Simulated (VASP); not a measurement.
# CdS (F-43m) in VASP: further runs

The runs below take CdS through single point, relaxation of cell and atoms, with PBE.

All numbers are computed with VASP 6.6.1; they aren't measurements. Logs are shortened: lines on timing, memory, paths and dates and some standing lists are left out, and cuts for length are marked.

**1. The cell of the first run**

It takes space group F-43m (No. 216, cubic). The conventional cell has a = 5.927 Å, b = 5.927 Å, c = 5.927 Å, α = 90.00°, β = 90.00°, γ = 90.00°. Cd (site symmetry -43m) has 4 S at 2.57 Å within 3.4 Å. Within 3.4 Å of S (site symmetry -43m) lie 4 Cd at 2.57 Å.

**2. Single point, PBE**

Input file INCAR:

```
SYSTEM = CdS
PREC = Accurate ; ENCUT = 500
EDIFF = 1E-6 ; ISMEAR = 0
SIGMA = 0.01 ; LREAL = .FALSE.
LASPH = .TRUE. ; NELM = 120
ALGO = Normal ; ISIF = 2
LWAVE = .FALSE. ; LCHARG = .TRUE.
GGA = PE ; LELF = .TRUE.
LVHAR = .TRUE. ; NBANDS = 16
GGA_COMPAT = .FALSE.
```

Input file KPOINTS:

```
Automatic mesh
0
G
  5 5 5
  0 0 0
```

Input file POSCAR:

```
CdS
1.0
    0.0000000000      2.9635658318      2.9635658318
    2.9635658318      0.0000000000      2.9635658318
    2.9635658318      2.9635658318      0.0000000000
Cd S
1 1
Direct
    0.0000000000      0.0000000000      0.0000000000
    0.2500000000      0.2500000000      0.2500000000
```

Potentials or basis: VASP PAW PBE potentials, release 64 (Cd, S).

Started as:

```sh
$ cat potpaw_PBE.64/Cd/POTCAR potpaw_PBE.64/S/POTCAR > POTCAR
$ mpirun -np 1 vasp_std > vasp.out
```

OUTCAR:

```text
SYSTEM = CdS
   PREC = Accurate
   ENCUT = 500
   EDIFF = 1E-6
   ISMEAR = 0
   LREAL = .FALSE.
   LASPH = .TRUE.
   NELM = 120
   ISIF = 2
   GGA = PE

 ion  position               nearest neighbor table
   1  0.000  0.000  0.000-   2 2.57   2 2.57   2 2.57   2 2.57
   2  0.250  0.250  0.250-   1 2.57   1 2.57   1 2.57   1 2.57

  LATTYP: Found a face centered cubic cell.
 ALAT       =     5.9271316636

  Lattice vectors:

 A1 = (   0.0000000000,   2.9635658318,   2.9635658318)
 A2 = (   2.9635658318,   0.0000000000,   2.9635658318)
 A3 = (   2.9635658318,   2.9635658318,   0.0000000000)

Analysis of symmetry for initial positions (statically):
=====================================================================
 Subroutine PRICEL returns:
 Original cell was already a primitive cell.

 Routine SETGRP: Setting up the symmetry group for a
 face centered cubic supercell.

 Subroutine GETGRP returns: Found 24 space group operations
 (whereof 24 operations were pure point group operations)
 out of a pool of 48 trial point group operations.

The static configuration has the point symmetry T_d .

Analysis of symmetry for dynamics (positions and initial velocities):
=====================================================================
 Subroutine PRICEL returns:
 Original cell was already a primitive cell.

 Routine SETGRP: Setting up the symmetry group for a
 face centered cubic supercell.

 Subroutine GETGRP returns: Found 24 space group operations
 (whereof 24 operations were pure point group operations)
 out of a pool of 48 trial point group operations.

The dynamic configuration has the point symmetry T_d .

 Subroutine INISYM returns: Found 24 space group operations
 (whereof 24 operations are pure point group operations),
 and found     1 'primitive' translations

----------------------------------------------------------------------------------------

                                     Primitive cell

  volume of cell :      52.0564

  direct lattice vectors                    reciprocal lattice vectors
     0.000000000  2.963565832  2.963565832    -0.168715672  0.168715672  0.168715672
     2.963565832  0.000000000  2.963565832     0.168715672 -0.168715672  0.168715672
     2.963565832  2.963565832  0.000000000     0.168715672  0.168715672 -0.168715672

  length of vectors
     4.191114992  4.191114992  4.191114992     0.292224115  0.292224115  0.292224115

  position of ions in fractional coordinates (direct lattice)
     0.000000000  0.000000000  0.000000000
     0.250000000  0.250000000  0.250000000

  ion indices of the primitive-cell ions
   primitive index   ion index
                 1           1
                 2           2

----------------------------------------------------------------------------------------

 KPOINTS: Automatic mesh

Automatic generation of k-mesh.
 Grid dimensions read from file:
 generate k-points for:    5    5    5

 Generating k-lattice:

  Cartesian coordinates                     Fractional coordinates (reciprocal lattice)
    -0.033743134  0.033743134  0.033743134     0.200000000  0.000000000  0.000000000
     0.033743134 -0.033743134  0.033743134     0.000000000  0.200000000  0.000000000
     0.033743134  0.033743134 -0.033743134     0.000000000  0.000000000  0.200000000

  Length of vectors
     0.058444823  0.058444823  0.058444823

  Shift w.r.t. Gamma in fractional coordinates (k-lattice)
     0.000000000  0.000000000  0.000000000

 Subroutine IBZKPT returns following result:
 ===========================================

 Found     10 irreducible k-points:

 Following reciprocal coordinates:
            Coordinates               Weight
  0.000000  0.000000  0.000000      1.000000
  0.200000  0.000000  0.000000      8.000000
  0.400000  0.000000  0.000000      8.000000
  0.200000  0.200000  0.000000      6.000000
  0.400000  0.200000  0.000000     24.000000
 -0.400000  0.200000  0.000000     24.000000
 -0.200000  0.200000  0.000000     12.000000
  0.400000  0.400000  0.000000      6.000000
 -0.400000  0.400000  0.000000     12.000000
 -0.400000  0.400000  0.200000     24.000000
   k-points           NKPTS =     10   k-points in BZ     NKDIM =     10   number of bands    NBANDS=     16
   number of dos      NEDOS =    301   number of ions     NIONS =      2
   total plane-waves  NPLWV =  32768
   dimension x,y,z NGX =    32 NGY =   32 NGZ =   32
   dimension x,y,z NGXF=    64 NGYF=   64 NGZF=   64
   ions per type =               1   1
   NGX,Y,Z   is equivalent  to a cutoff of  12.69, 12.69, 12.69 a.u.
   NGXF,Y,Z  is equivalent  to a cutoff of  25.39, 25.39, 25.39 a.u.
 SYSTEM =  CdS
   PREC   = accura    normal or accurate (medium, high low for compatibility)
   ISTART =      0    job   : 0-new  1-cont  2-samecut
   ICHARG =      2    charge: 1-file 2-atom 10-const
   ISPIN  =      1    spin polarized calculation?
   LNONCOLLINEAR =      F non collinear calculations
   LSORBIT =      F    spin-orbit coupling
   LASPH  =      T    aspherical Exc in radial PAW
   ENCUT  =  500.0 eV  36.75 Ry    6.06 a.u.   7.64  7.64  7.64*2*pi/ulx,y,z
   NELM   =    120;   NELMIN=  2; NELMDL= -5     # of ELM steps
   EDIFF  = 0.1E-05   stopping-criterion for ELM
   LREAL  =      F    real-space projection
   EDIFFG = 0.1E-04   stopping-criterion for IOM
   NSW    =      0    number of steps for IOM
   IBRION =     -1    ionic relax: 0-MD 1-quasi-New 2-CG
   NFREE  =      0    steps in history (QN), initial steepest desc. (CG)
   ISIF   =      2    stress and relaxation
   ISYM   =      2    0-nonsym 1-usesym 2-fastsym
   POTIM  = 0.5000    time-step for ionic-motion
   TEBEG  =    0.0;   TEEND  =   0.0 temperature during run
   PSTRESS=    0.0 pullay stress
   NELECT =      18.0000    total number of electrons
   NUPDOWN=      -1.0000    fix difference up-down
   EMIN   =  10.00;   EMAX   =-10.00  energy-range for DOS
   EFERMI =   0.00;   METHOD = LEGACY
   ISMEAR =     0;   SIGMA  =   0.01  broadening in eV -4-tet -1-fermi 0-gaus
   EFERMI_NEDOS =   21; number of points for ismear=-14 and -15
   IALGO  =     38    algorithm
   IMIX   =      4    mixing-type and parameters
     AMIX     =   0.40;   BMIX     =  1.00
     AMIX_MAG =   1.60;   BMIX_MAG =  1.00
  volume/ion in A,a.u.               =      26.03       175.65
  Fermi-wavevector in a.u.,A,eV,Ry     =   1.149056  2.171400 17.964167  1.320329
  Thomas-Fermi vector in A             =   2.285727
   LORBIT       =      0    0 simple, 1 ext, 2 COOP (PROOUT), +10 PAW based schemes
   GGA     = PE    functional components
   LHFCALC =     F    Hartree Fock is set to
   AEXX    =    0.0000 exact exchange contribution
   IVDW    =     0    specifies the selected vdW correction
   LEPSILON=     F    determine dielectric tensor
   LRPA    =     F    only Hartree local field effects (RPA)
 non-spin polarized calculation
 Gauss-broadening in eV      SIGMA  =   0.01
  energy-cutoff  :      500.00
  volume of cell :       52.06
 maximum number of plane-waves:      1363
   NGX = 15   NGY = 15   NGZ = 15

 number of electron      18.0000001 magnetization

 Free energy of the ion-electron system (eV)
  ---------------------------------------------------
  ext. energy  EPLUGINS =         0.00000000
  ---------------------------------------------------
  free energy    TOTEN  =        -6.13941941 eV

  energy without entropy =       -6.13941941  energy(sigma->0) =       -6.13941941

 E-fermi :   0.9906     XC(G=0):  -8.9239

 val. band max:        0.9223205297   @ k =   0.0000   0.0000   0.0000
 cond. band min:       1.9615631996   @ k =   0.0000   0.0000   0.0000
 fundamental gap:      1.0392426699
 Fermi energy:         0.9905871424

 k-point     1 :       0.0000    0.0000    0.0000
  band No.  band energies     occupation
      1     -11.1638      2.00000
      2      -6.6519      2.00000
      3      -6.6519      2.00000
      4      -6.6519      2.00000
      5      -6.2356      2.00000
      6      -6.2356      2.00000
[... 8 lines left out ...]
     15      12.3238      0.00000
     16      12.3238      0.00000

 k-point     2 :       0.2000    0.0000    0.0000
  band No.  band energies     occupation
      1     -11.0319      2.00000
      2      -6.6070      2.00000
      3      -6.6070      2.00000
      4      -6.5105      2.00000
      5      -6.2350      2.00000
      6      -6.2350      2.00000
[... 8 lines left out ...]
     15      11.4861      0.00000
     16      12.4170      0.00000

 k-point     3 :       0.4000    0.0000    0.0000
  band No.  band energies     occupation
      1     -10.8181      2.00000
      2      -6.5525      2.00000
      3      -6.5525      2.00000
      4      -6.2106      2.00000
      5      -6.2106      2.00000
      6      -6.0426      2.00000
[... 8 lines left out ...]
     15      12.5855      0.00000
     16      12.5855      0.00000

 k-point     4 :       0.2000    0.2000    0.0000
  band No.  band energies     occupation
      1     -10.9886      2.00000
      2      -6.5575      2.00000
      3      -6.5575      2.00000
      4      -6.5381      2.00000
      5      -6.2588      2.00000
      6      -6.2097      2.00000
[... 8 lines left out ...]
     15      12.5874      0.00000
     16      14.6136      0.00000

 k-point     5 :       0.4000    0.2000    0.0000
  band No.  band energies     occupation
      1     -10.8043      2.00000
      2      -6.5217      2.00000
      3      -6.4856      2.00000
      4      -6.3321      2.00000
      5      -6.1908      2.00000
      6      -6.0853      2.00000
[... 8 lines left out ...]
     15      13.1862      0.00000
     16      14.1084      0.00000

 k-point     6 :      -0.4000    0.2000    0.0000
  band No.  band energies     occupation
      1     -10.7350      2.00000
      2      -6.5152      2.00000
      3      -6.4846      2.00000
      4      -6.2469      2.00000
      5      -6.2155      2.00000
      6      -5.8209      2.00000
[... 8 lines left out ...]
     15      12.3604      0.00000
     16      13.9082      0.00000

 k-point     7 :      -0.2000    0.2000    0.0000
  band No.  band energies     occupation
      1     -10.8738      2.00000
      2      -6.5522      2.00000
      3      -6.5391      2.00000
      4      -6.3093      2.00000
      5      -6.2518      2.00000
      6      -6.1626      2.00000
[... 8 lines left out ...]
     15      12.7797      0.00000
     16      14.3405      0.00000

 k-point     8 :       0.4000    0.4000    0.0000
  band No.  band energies     occupation
      1     -10.7101      2.00000
      2      -6.4450      2.00000
      3      -6.3819      2.00000
      4      -6.3819      2.00000
      5      -6.1676      2.00000
      6      -5.9697      2.00000
[... 8 lines left out ...]
     15      13.1443      0.00000
     16      15.2254      0.00000

 k-point     9 :      -0.4000    0.4000    0.0000
  band No.  band energies     occupation
      1     -10.6689      2.00000
      2      -6.4640      2.00000
      3      -6.3800      2.00000
      4      -6.3301      2.00000
      5      -6.1853      2.00000
      6      -5.7426      2.00000
[... 8 lines left out ...]
     15      13.1640      0.00000
     16      14.6651      0.00000

 k-point    10 :      -0.4000    0.4000    0.2000
  band No.  band energies     occupation
      1     -10.6947      2.00000
      2      -6.4606      2.00000
      3      -6.4478      2.00000
      4      -6.2915      2.00000
      5      -6.2082      2.00000
      6      -5.7788      2.00000
[... 8 lines left out ...]
     15      13.1598      0.00000
     16      14.6015      0.00000

------------------------ aborting loop because EDIFF is reached ----------------------------------------

  FORCE on cell =-STRESS in cart. coord.  units (eV):
  Direction    XX          YY          ZZ          XY          YZ          ZX
  --------------------------------------------------------------------------------------
  -------------------------------------------------------------------------------------
  Total        0.0967663      0.0967663      0.0967663      0.0000000      0.0000000     -0.0000000
  in kB        2.9782477      2.9782477      2.9782477      0.0000000      0.0000000     -0.0000000
  external PRESSURE =       2.9782477 kB  Pullay stress =       0.0000000 kB

 VOLUME and BASIS-vectors are now :
 -----------------------------------------------------------------------------
  energy-cutoff  :      500.00
  volume of cell :       52.06
      direct lattice vectors                 reciprocal lattice vectors
     0.000000000  2.963565832  2.963565832    -0.168715672  0.168715672  0.168715672
     2.963565832  0.000000000  2.963565832     0.168715672 -0.168715672  0.168715672
     2.963565832  2.963565832  0.000000000     0.168715672  0.168715672 -0.168715672

 POSITION                                       TOTAL-FORCE (eV/Angst)
 -----------------------------------------------------------------------------------
      0.00000      0.00000      0.00000         0.000000      0.000000      0.000000
      1.48178      1.48178      1.48178        -0.000000     -0.000000     -0.000000
 -----------------------------------------------------------------------------------
    total drift:                               -0.000000     -0.000000      0.000000

  FREE ENERGIE OF THE ION-ELECTRON SYSTEM (eV)
  ---------------------------------------------------
  free  energy   TOTEN  =        -6.1394194101 eV

  energy  without entropy=       -6.1394194101  energy(sigma->0) =       -6.13941941
```

Run time: 14 s. Hardware: 1 thread of AMD EPYC 7R43 (Zen 3), shared host; peak memory 0.14 GiB.

What came out:

* Free energy: -6.1394 eV
* Pressure: 0.3 GPa
* Band gap on the k mesh: 1.04 eV

Expect the measured gap to be larger: semilocal functionals such as PBE lack the derivative discontinuity.

**3. Single point, PBE**

Input file INCAR:

```
PREC = Accurate ; ENCUT = 500
EDIFF = 1E-6 ; ISMEAR = 0
SIGMA = 0.01 ; LREAL = False
LASPH = True ; NELM = 120
ALGO = Normal ; ISIF = 2
LWAVE = False ; LCHARG = False
GGA = PE ; NBANDS = 16
GGA_COMPAT = False
```

Input file KPOINTS:

```
Automatic mesh
0
Gamma
  6 6 6
```

POSCAR is that of step 2.

Potentials or basis: VASP PAW PBE potentials, release 64 (Cd, S).

Started as:

```sh
$ cat potpaw_PBE.64/Cd/POTCAR potpaw_PBE.64/S/POTCAR > POTCAR
$ mpirun -np 1 vasp_std > vasp.out
```

It took 29 s on 1 thread of AMD EPYC 7R43 (Zen 3), shared host; peak memory 0.14 GiB.

It converged, with:

```
Free energy            : -6.1451 eV
Pressure               : 0.3 GPa
Band gap on the k mesh : 1.04 eV
```

Levels at points of the mesh, in eV from the valence-band top:
```csv
k point,band 5,band 6,band 7,band 8,band 9,band 10,band 11,band 12,band 13,band 14
"(0.00, 0.00, 0.00)",-7.15,-7.15,0.00,0.00,0.00,1.04,6.55,6.55,6.55,11.17
"(0.50, 0.00, 0.00)",-7.12,-6.81,-4.12,-0.68,-0.68,2.94,7.00,7.00,7.33,10.94
"(0.50, 0.50, 0.00)",-7.08,-6.75,-3.75,-1.72,-1.72,3.63,4.28,9.04,10.49,10.49
```

**4. Relaxation of cell and atoms, PBE**

This run uses another cell than the first one, of 24.81 Å³/atom.

Input file INCAR:

```
SYSTEM = CdS
ALGO = Normal
EDIFF = 1E-7
EDIFFG = -0.01
ENCUT = 500
GGA = PE
GGA_COMPAT = .False.
IBRION = 2
ISIF = 3
ISMEAR = 0
LASPH = .True.
LCHARG = .False.
LREAL = .False.
LWAVE = .False.
NELM = 120
NELMIN = 4
NSW = 60
PREC = Accurate
SIGMA = 0.01
```

Input file KPOINTS:

```
k-points
0
Gamma
  5 5 5
  0 0 0
```

Input file POSCAR:

```
CdS
1.0
    0.0000000000      2.9165000000      2.9165000000
    2.9165000000      0.0000000000      2.9165000000
    2.9165000000      2.9165000000      0.0000000000
Cd S
1 1
Direct
    0.0000000000      0.0000000000      0.0000000000
    0.2500000000      0.2500000000      0.2500000000
```

Started as:

```sh
$ cat potpaw_PBE.64/Cd/POTCAR potpaw_PBE.64/S/POTCAR > POTCAR
$ mpirun -np 1 vasp_std > vasp.out
```

Run time: 25 s. Hardware: 1 thread of AMD EPYC 7R43 (Zen 3), shared host; peak memory 0.14 GiB.

It converged, with:

```yaml
Free_energy: -6.1390 eV
Relaxed_volume: 26.16 Å³/atom
Relaxed_cell: a = 4.198 Å, b = 4.198 Å, c = 4.198 Å, α = 60.00°, β = 60.00°, γ = 60.00°
Space_group_after_relaxing_to_0.1_Å: F-43m (No. 216)
Energy_gained_by_relaxing: 13.0 meV/atom
Ionic_steps: 3
Pressure_after_relaxing: 0.0 GPa
Band_gap_on_the_k_mesh: 1.03 eV
```

Step by step:
```csv
step,energy change (eV),largest force (eV/Å),pressure (GPa),volume (Å³)
1,0.0000,0.0000,3.24,49.62
2,-0.0230,0.0000,-0.96,53.31
3,-0.0261,0.0000,0.01,52.32
```

Final structure:
```xyz
2
Lattice="0.0000 2.9685 2.9685 2.9685 0.0000 2.9685 2.9685 2.9685 0.0000" Properties=species:S:1:pos:R:3 pbc="T T T"
Cd    0.0000    0.0000    0.0000
S     1.4843    1.4843    1.4843
```

Levels at points of the mesh, in eV from the valence-band top:
| k point | band 6 | band 7 | band 8 | band 9 | band 10 | band 11 | band 12 | band 13 |
| --- | --- | --- | --- | --- | --- | --- | --- | --- |
| (0.00, 0.00, 0.00) | -7.15 | 0.00 | 0.00 | 0.00 | 1.03 | 6.55 | 6.55 | 6.55 |

Expect the measured gap to be larger: semilocal functionals such as PBE lack the derivative discontinuity. PBE usually gives volumes a little too large and moduli too small.

**5. Overview**

| task | cell | k mesh | gap on the mesh (eV) | pressure (GPa) |
| --- | --- | --- | --- | --- |
| single point | a = 4.191 Å, angles 60.0°, 2 atoms | 5 × 5 × 5 | 1.04 | 0.3 |
| single point | a = 4.191 Å, angles 60.0°, 2 atoms | 6 × 6 × 6 | 1.04 | 0.3 |
| relaxation of cell and atoms | relaxed from a = 4.125 Å, angles 60.0°, 2 atoms | 5 × 5 × 5 | 1.03 | 0.0 |

Alike in all rows: level PBE; potentials or basis VASP PAW PBE potentials, release 64 (Cd, S); no spin polarisation; cutoff (eV) 500; smearing gaussian 0.01 eV.

Absolute energies hang on the potentials; compare differences alone.
